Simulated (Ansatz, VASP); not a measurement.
**LaTe in VASP and in Ansatz**

The input INCAR:

```
SYSTEM = LaTe
ALGO = Normal
EDIFF = 1E-6
ENCUT = 520
GGA = CA
ISIF = 2
ISMEAR = -1
LASPH = .TRUE.
LCHARG = .FALSE.
LREAL = .FALSE.
LWAVE = .FALSE.
NBANDS = 16
NELM = 80
PREC = Accurate
SIGMA = 0.08
```

Contents of KPOINTS:

```
k-points
0
G
  10 10 10
  0 0 0
```

Contents of POSCAR:

```
LaTe
1.0
    0.0000000000      3.2110000000      3.2110000000
    3.2110000000      0.0000000000      3.2110000000
    3.2110000000      3.2110000000      0.0000000000
La Te
1 1
Direct
    0.0000000000      0.0000000000      0.0000000000
    0.5000000000      0.5000000000      0.5000000000
```

Input for Ansatz:

```yaml
crystal:
  lattice:
    - [0.0, 3.211, 3.211]
    - [3.211, 0.0, 3.211]
    - [3.211, 3.211, 0.0]
  atoms:
    - { symbol: La, position: [0.0, 0.0, 0.0] }
    - { symbol: Te, position: [0.5, 0.5, 0.5] }
kpoints:
  mp_grid: { grid: [10, 10, 10] }
  band_path:
    path:
      - [0.0, 0.0, 0.0]
      - [0.5, 0.0, 0.5]
      - [0.625, 0.25, 0.625]
      - [0.375, 0.375, 0.75]
      - [0.0, 0.0, 0.0]
      - [0.5, 0.5, 0.5]
      - [0.5, 0.25, 0.75]
      - [0.5, 0.0, 0.5]
    npoints: 14
scf:
  occupations: { method: fermi_dirac, width: 0.08 }
hamiltonian:
  xc: lda
  pseudopotentials: { kind: all_electron, lapw: { basis_error: 0.001 } }
output:
  forces: true
  stress: true
  eigenvalues: true
  populations: true
  dos: { projected: true, de: 0.2, e_range: [-14, 8] }
```

Alike in both runs: task single point; functional LDA; k mesh 10 × 10 × 10; occupations fermi-dirac, width 0.08 eV; no spin polarisation.

|  | VASP | Ansatz |
| --- | --- | --- |
| version | VASP 6.6.1 | Ansatz 0.2.0 |
| potentials or method | VASP PAW LDA potentials, release 64 (La, Te), cutoff 520 eV | all-electron LAPW, scalar-relativistic |

|  | VASP | Ansatz | Ansatz less VASP |
| --- | --- | --- | --- |
| pressure (GPa) | -2.1 | -2.1 | -0.01 |

LDA's correlation is that of Perdew and Zunger in VASP and of Perdew and Wang (1992) in Ansatz. Ansatz ran all-electron here, and VASP with PAW potentials.

Neither program's run includes spin-orbit coupling.
